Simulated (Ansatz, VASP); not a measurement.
## Two plane-wave programs on RbSi6

```
Rb Si
1.0
    -3.40250    3.40250    3.40250
     3.40250   -3.40250    3.40250
     3.40250    3.40250   -3.40250
Rb Si
1 6
Direct
  0.00000 0.00000 0.00000
  0.75000 0.25000 0.50000
  0.25000 0.75000 0.50000
  0.50000 0.25000 0.75000
  0.75000 0.50000 0.25000
  0.50000 0.75000 0.25000
  0.25000 0.50000 0.75000
```

Alike in both runs: functional PBE; k mesh 8 × 8 × 8; occupations fermi-dirac, width 0.15 eV; no spin polarisation.

Ansatz relaxed the structure, and its values are those at the end. VASP's run is a single point on that final structure, the one shown.

|  | VASP | Ansatz |
| --- | --- | --- |
| version | VASP 6.6.1 | Ansatz 0.2.0 |
| potentials or method | VASP PAW PBE potentials, release 64 (Rb_sv, Si), cutoff 520 eV | scalar-relativistic, plane waves, PAW |
| valence electrons in the cell | 33 | 33 |

```tsv
	VASP	Ansatz	Ansatz less VASP
gap on the k mesh at the Fermi level (eV)	none	none	-
pressure (GPa)	0.0	0.0	+0.03
```

A gap of «none» marks a metal or a gap that the smearing closes.
